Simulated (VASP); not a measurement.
Write the native input for VASP 6.6.1 that does the following.

* Task: single point
* Functional: RPBE
* Potentials or basis: VASP PAW PBE potentials, release 64 (Sc_sv, Al)
* Cutoff: 520 eV
* k mesh: 6 × 6 × 6
* Occupations: fermi-dirac, width 0.1 eV
* Spin: no spin polarisation
* Dipole correction: no
* Further INCAR settings: ALGO = Normal; EDIFF = 1e-06; NBANDS = 18

The structure of ScAl3 lies in POSCAR:

```
ScAl3
1.0
    4.1389759027      0.0000000000      0.0000000000
    0.0000000000      4.1389759027      0.0000000000
    0.0000000000      0.0000000000      4.1389759027
Sc Al
1 3
Direct
    0.0000000000      0.0000000000      0.0000000000
    0.5000000000      0.0000000000      0.5000000000
    0.0000000000      0.5000000000      0.5000000000
    0.5000000000      0.5000000000      0.0000000000
```

One way to write it, as run:

INCAR

```
SYSTEM = ScAl3
PREC = Accurate
ENCUT = 520
EDIFF = 1E-6
ISMEAR = -1
SIGMA = 0.1
LREAL = .False.
LASPH = .True.
NELM = 100
ALGO = Normal
ISIF = 2
LWAVE = .False.
LCHARG = .False.
GGA = RP
NBANDS = 18
```

KPOINTS

```
Automatic mesh
0
Gamma
  6 6 6
  0 0 0
```

Potentials or basis: VASP PAW PBE potentials, release 64 (Sc_sv, Al).

Command:

```bash
$ cat potpaw_PBE.64/Sc_sv/POTCAR potpaw_PBE.64/Al/POTCAR > POTCAR
$ mpirun -np 1 vasp_std > vasp.out
```

It gave:

```json
{
 "Pressure": "-0.1 GPa",
 "Band gap on the k mesh": "zero (band 10 reaches 7.78 eV, above the bottom of band 11 at 4.10 eV)"
}
```

Caveat: the PAW data sets were made with another functional, which shifts forces and pressure a little.

Run time: 8.9 s on 1 thread of Intel(R) Xeon(R) 6975P-C (Granite Rapids), with other jobs on the host, peak memory 0.18 GiB.
